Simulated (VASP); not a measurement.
A run of VASP 6.6.1:

The input INCAR:

```
PREC = Accurate ; ENCUT = 520
EDIFF = 1E-7 ; ISMEAR = 0
SIGMA = 0.1 ; LREAL = F
LASPH = T ; NELM = 100
ALGO = Normal ; ISIF = 2
LWAVE = F ; LCHARG = F
GGA = PE ; NBANDS = 28
```

Contents of KPOINTS:

```
Automatic mesh
0
Gamma
  18 18 6
```

File POSCAR:

```
GaPt2F
1.0
    2.8276550224      0.0000000000      0.0000000000
   -1.4138275112      2.4488210825      0.0000000000
    0.0000000000      0.0000000000      8.9319478767
Ga Pt F
1 2 1
Direct
    0.0000000000      0.0000000000      0.0000000000
    0.0000000000      0.0000000000      0.2630409288
    0.0000000000      0.0000000000      0.7369590712
    0.0000000000      0.0000000000      0.5000000000
```

Potentials or basis: VASP PAW PBE potentials, release 64 (Ga_d, Pt, F).

Launch:

```console
$ cat potpaw_PBE.64/Ga_d/POTCAR potpaw_PBE.64/Pt/POTCAR potpaw_PBE.64/F/POTCAR > POTCAR
$ mpirun -np 1 vasp_std > vasp.out
```

Hardware: 1 thread of AMD EPYC 7R43 64-Core Processor (Zen 3), with other jobs on the host.

Task: How long does it take, and how much memory?

Result: Run time: 4.1 min on 1 thread of AMD EPYC 7R43 64-Core Processor (Zen 3) (shared host), peak memory 0.33 GiB. Counts: scf iterations 15, k points 148.
